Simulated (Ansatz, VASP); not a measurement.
## SiC in VASP and in Ansatz

Contents of INCAR:

```
ALGO     = Normal         # electronic algorithm
EDIFF    = 1E-6           # SCF threshold, eV
ENCUT    = 520            # plane-wave cutoff, eV
GGA      = PE             # functional
ISIF     = 2              # what is computed and relaxed
ISMEAR   = -1             # smearing method
LASPH    = T              # aspherical terms in the spheres
LCHARG   = T              # write CHGCAR
LELF     = T              # ELF
LREAL    = F              # projectors in reciprocal space
LVHAR    = T            
LWAVE    = F              # write WAVECAR
NBANDS   = 11             # bands
NELM     = 60             # most SCF steps
PREC     = Accurate       # precision mode
SIGMA    = 0.05           # smearing width, eV
```

File KPOINTS:

```
k-points
0
Gamma
  16 16 16
```

POSCAR

```
SiC
1.0
    0.0000000000      2.1371454226      2.1371454226
    2.1371454226      0.0000000000      2.1371454226
    2.1371454226      2.1371454226      0.0000000000
Si C
1 1
Direct
    0.0000000000      0.0000000000      0.0000000000
    0.7500000000      0.7500000000      0.7500000000
```

Input for Ansatz:

```yaml
crystal:
  lattice:
    - [0.0, 2.1371454226, 2.1371454226]
    - [2.1371454226, 0.0, 2.1371454226]
    - [2.1371454226, 2.1371454226, 0.0]
  atoms:
    - { symbol: Si, position: [0.0, 0.0, 0.0] }
    - { symbol: C, position: [0.75, 0.75, 0.75] }
kpoints:
  mp_grid: { grid: [16, 16, 16] }
scf:
  occupations: { method: fermi_dirac, width: 0.05 }
hamiltonian:
  xc: pbe
  pseudopotentials: { kind: all_electron, lapw: { basis_error: 0.00025 } }
output:
  forces: true
  stress: true
  eigenvalues: true
```

Change from the starting cell: volume scaled by 0.95.

Alike in both runs: task single point; functional PBE; k mesh 16 × 16 × 16; occupations fermi-dirac, width 0.05 eV; no spin polarisation.

|  | VASP | Ansatz |
| --- | --- | --- |
| version | VASP 6.6.1 | Ansatz 0.2.0 |
| potentials or method | VASP PAW PBE potentials, release 64 (Si, C), cutoff 520 eV | all-electron LAPW, scalar-relativistic |

```tsv
	VASP	Ansatz	Ansatz less VASP
pressure (GPa)	17.8	17.9	+0.07
```

Ansatz ran all-electron here, and VASP with PAW potentials.
